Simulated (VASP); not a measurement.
# CS2 (Cmce) in VASP: notebook, part 4 of 4

VASP 6.6.1. Earlier steps stand in the parts before.

### 6 Single point, PBE

Contents of INCAR:

```
PREC = Accurate
ENCUT = 520
EDIFF = 1E-6
ISMEAR = 0
SIGMA = 0.01
LREAL = F
LASPH = T
NELM = 60
ALGO = Normal
ISIF = 2
LWAVE = F
LCHARG = F
GGA = PE
NBANDS = 25
```

Contents of KPOINTS:

```
Automatic mesh
0
Gamma
  4 4 2
```

Contents of POSCAR:

```
CS2
1.0
    3.6457880000     -2.9943140000      0.0000000000
    3.6457880000      2.9943140000      0.0000000000
    0.0000000000      0.0000000000      9.8512570000
S C
4 2
Direct
    0.1815210000      0.8184790000      0.8868670000
    0.3184790000      0.6815210000      0.3868670000
    0.6815210000      0.3184790000      0.6131330000
    0.8184790000      0.1815210000      0.1131330000
    0.5000000000      0.5000000000      0.5000000000
    0.0000000000      0.0000000000      0.0000000000
```

Potentials or basis: VASP PAW PBE potentials, release 64 (S, C).

On the command line:

```
$ cat potpaw_PBE.64/S/POTCAR potpaw_PBE.64/C/POTCAR > POTCAR
$ mpirun -np 1 vasp_std > vasp.out
```

OUTCAR:

```text
PREC = Accurate
   ENCUT = 520
   EDIFF = 1E-6
   ISMEAR = 0
   LREAL = F
   LASPH = T
   NELM = 60
   ISIF = 2
   GGA = PE

 ion  position               nearest neighbor table
   1  0.182  0.818  0.887-   6 1.56
   2  0.318  0.682  0.387-   5 1.56
   3  0.682  0.318  0.613-   5 1.56
   4  0.818  0.182  0.113-   6 1.56
   5  0.500  0.500  0.500-   2 1.56   3 1.56
   6  0.000  0.000  0.000-   1 1.56   4 1.56

  LATTYP: Found a base centered orthorhombic cell.
[... 587 lines left out ...]
  -------------------------------------------------------------------------------------
  Total        0.0138350      0.0167086      0.0208628      0.0000000     -0.0000000      0.0000000
  in kB        0.1030572      0.1244626      0.1554081      0.0000000     -0.0000000      0.0000000
  external PRESSURE =       0.1276427 kB  Pullay stress =       0.0000000 kB

 VOLUME and BASIS-vectors are now :
 -----------------------------------------------------------------------------
  energy-cutoff  :      520.00
  volume of cell :      215.09
      direct lattice vectors                 reciprocal lattice vectors
     3.645788000 -2.994314000  0.000000000     0.137144562 -0.166983155  0.000000000
     3.645788000  2.994314000  0.000000000     0.137144562  0.166983155  0.000000000
     0.000000000  0.000000000  9.851257000     0.000000000  0.000000000  0.101509889

 POSITION                                       TOTAL-FORCE (eV/Angst)
 -----------------------------------------------------------------------------------
      3.64579      1.90725      8.73675         0.000000     -0.000895     -0.003041
      3.64579      1.08706      3.81113         0.000000      0.000895     -0.003041
      3.64579     -1.08706      6.04013         0.000000     -0.000895      0.003041
      3.64579     -1.90725      1.11450         0.000000      0.000895      0.003041
      3.64579      0.00000      4.92563        -0.000000      0.000000      0.000000
      0.00000      0.00000      0.00000         0.000000      0.000000      0.000000
 -----------------------------------------------------------------------------------
    total drift:                                0.000000     -0.000000     -0.000000

  FREE ENERGIE OF THE ION-ELECTRON SYSTEM (eV)
  ---------------------------------------------------
  free  energy   TOTEN  =       -33.3793064409 eV

  energy  without entropy=      -33.3793064409  energy(sigma->0) =      -33.37930644
```

stdout:

```text
POSCAR found type information on POSCAR S C
 POSCAR found :  2 types and       6 ions
 scaLAPACK will be used
 LDA part: xc-table for (Slater+PW92), standard interpolation
 POSCAR, INCAR and KPOINTS ok, starting setup
 FFT: planning ... GRIDC
 FFT: planning ... GRID_SOFT
 FFT: planning ... GRID
 WAVECAR not read
 entering main loop
```

Wall time 41 s (1 thread of Intel Xeon 6975P-C (Granite Rapids), shared host); peak memory 0.33 GiB.

Results:

- Free energy: -33.3793 eV
- Pressure: 0.0 GPa
- Largest force: 0.003 eV/Å
- Band gap on the k mesh: 3.43 eV

Forces in eV/Å, atoms in the order of the input:
```
S    0.000 -0.001 -0.003
S    0.000  0.001 -0.003
S    0.000 -0.001  0.003
S    0.000  0.001  0.003
C    0.000  0.000  0.000
C    0.000  0.000  0.000
```

Caveat: this functional lacks dispersion, which holds the molecules together, so the pressure and a relaxed volume are unreliable.

### 7 The runs side by side

| task | level | cell | k mesh | cutoff (eV) | smearing | gap on the mesh (eV) | pressure (GPa) | relaxed volume (Å³/atom) | largest force (eV/Å) |
| --- | --- | --- | --- | --- | --- | --- | --- | --- | --- |
| relaxation of cell and atoms | PBE | relaxed | 6 × 6 × 3 | 600 | fermi-dirac 0.05 eV | 3.43 | 0.0 | - | - |
| relaxation of cell and atoms | PBE+D3(BJ) | relaxed | 6 × 6 × 3 | 600 | fermi-dirac 0.05 eV | 2.83 | 0.0 | 25.40 | 0.01 |
| relaxation of cell and atoms | PBEsol+D4 | relaxed | 6 × 6 × 3 | 600 | fermi-dirac 0.05 eV | 2.59 | 0.0 | 23.40 | 0.01 |
| relaxation of cell and atoms | PBEsol | relaxed | 6 × 6 × 3 | 600 | fermi-dirac 0.05 eV | 2.93 | 0.0 | 26.69 | 0.01 |
| single point | PBE | as given | 4 × 4 × 2 | 520 | gaussian 0.01 eV | 3.43 | 0.0 | - | - |

Alike in all rows: potentials or basis VASP PAW PBE potentials, release 64 (S, C); no spin polarisation.

Caveats: an odd mesh through Γ misses points on the zone boundary, where band edges can lie (at least some runs); this functional lacks dispersion, which holds the molecules together, so the pressure and a relaxed volume are unreliable (at least some runs); the volume moved by over 15 % at a fixed basis, so the end points are rough (at least some runs); the PAW data sets were made with another functional, which shifts forces and pressure a little (at least some runs); the relaxation stopped at its first step, so nothing moved (at least some runs).

Absolute energies hang on the potentials; compare differences alone.
